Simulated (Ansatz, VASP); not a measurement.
**One calculation of As, two programs**

```
CELL_PARAMETERS angstrom
1.87741 1.08392 3.70434
-1.87741 1.08392 3.70434
0.00000 -2.16785 3.70434
ATOMIC_POSITIONS crystal
As 0.22443 0.22443 0.22443
As 0.77557 0.77557 0.77557
```

Alike in both runs: task single point; functional LDA; k mesh 12 × 12 × 12; occupations fermi-dirac, width 0.05 eV; no spin polarisation.

|  | VASP | Ansatz |
| --- | --- | --- |
| version | VASP 6.6.1 | Ansatz 0.2.0 |
| potentials or method | VASP PAW LDA potentials, release 64 (As), cutoff 520 eV | all-electron LAPW, scalar-relativistic |

VASP gave:

- pressure (GPa): -2.6
- traceless stress, the component that is largest in VASP (GPa): -0.65
- rms of the force components (eV/Å): 0.071

Q: Estimate Ansatz's values.

A: Pressure (GPa): -2.9; traceless stress, the component that is largest in VASP (GPa): -0.53; rms of the force components (eV/Å): 0.029.

LDA's correlation is that of Perdew and Zunger in VASP and of Perdew and Wang (1992) in Ansatz. Atom by atom the forces differ by 0.042 eV/Å (rms over components). Ansatz ran all-electron here, and VASP with PAW potentials.
